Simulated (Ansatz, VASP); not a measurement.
# Ru in VASP and in Ansatz

```xyz
2
Lattice="2.6897 0.0000 0.0000 -1.3448 2.3293 0.0000 0.0000 0.0000 4.2524" Properties=species:S:1:pos:R:3 pbc="T T T"
Ru    0.0000    1.6929    1.0631
Ru    1.3448    0.6364    3.1893
```

Change from the starting cell: mode 4 frozen in at +0.000 Å and mode 5 at +0.140 Å (largest displacements).

Alike in both runs: task single point; functional PBEsol; k mesh 18 × 18 × 10; occupations gaussian, width 0.15 eV; no spin polarisation.

|  | VASP | Ansatz |
| --- | --- | --- |
| version | VASP 6.6.1 | Ansatz 0.2.0 |
| potentials or method | VASP PAW PBE potentials, release 64 (Ru_pv), cutoff 520 eV | scalar-relativistic, plane waves, PAW |
| valence electrons in the cell | 28 | 32 |

|  | VASP | Ansatz | Ansatz less VASP |
| --- | --- | --- | --- |
| gap on the k mesh at the Fermi level (eV) | none | none | - |
| pressure (GPa) | 4.2 | 4.3 | +0.04 |
| traceless stress, the component that is largest in VASP (GPa) | -7.16 | -7.09 | +0.067 |
| rms of the force components (eV/Å) | 1.060 | 1.058 | -0.0025 |

VASP's potentials were made for PBE, not for PBEsol, and Ansatz warns of the same on its side. Atom by atom the forces differ by 0.002 eV/Å (rms over components). A gap of «none» marks a metal or a gap that the smearing closes. VASP's potentials hold 28 valence electrons a cell and Ansatz's 32, so a difference there can come from the potentials and not from the codes.
